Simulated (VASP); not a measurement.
Al2O3, 5 atoms in the cell. Symmetry: P-3m1, No. 164, trigonal system. The conventional cell has a = 3.017 Å, b = 3.017 Å, c = 7.575 Å, α = 90.00°, β = 90.00°, γ = 120.00°. Al (site symmetry 3m) has 4 O at 1.68 to 1.84 Å within 2.2 Å. Within 2.4 Å of O (site symmetry 3m) lie 3 Al at 1.84 Å. O (site symmetry -3m) has 2 Al at 1.68 Å within 2.2 Å. 

- Program: VASP 6.6.1
- Task: single point
- Functional: BLYP
- Potentials or basis: VASP PAW PBE potentials, release 64 (Al, O)
- Cutoff: 600 eV
- k mesh: 7 × 7 × 3
- Occupations: gaussian, width 0.01 eV
- Spin: no spin polarisation
- Dipole correction: no
- Further INCAR settings: ALGO = Normal; EDIFF = 1e-06; NBANDS = 20

Potentials or basis: VASP PAW PBE potentials, release 64 (Al, O).

Run with:

```sh
$ cat potpaw_PBE.64/Al/POTCAR potpaw_PBE.64/O/POTCAR > POTCAR
$ mpirun -np 1 vasp_std > vasp.out
```

Hardware: 1 thread of Intel(R) Xeon(R) Platinum 8488C (Sapphire Rapids) (shared host).

Task: Estimate the wall time of this run.

Result: It took 37 s on 1 thread of Intel(R) Xeon(R) Platinum 8488C (Sapphire Rapids), with other jobs on the host, peak memory 0.18 GiB. Counts: scf iterations 14, k points 20.
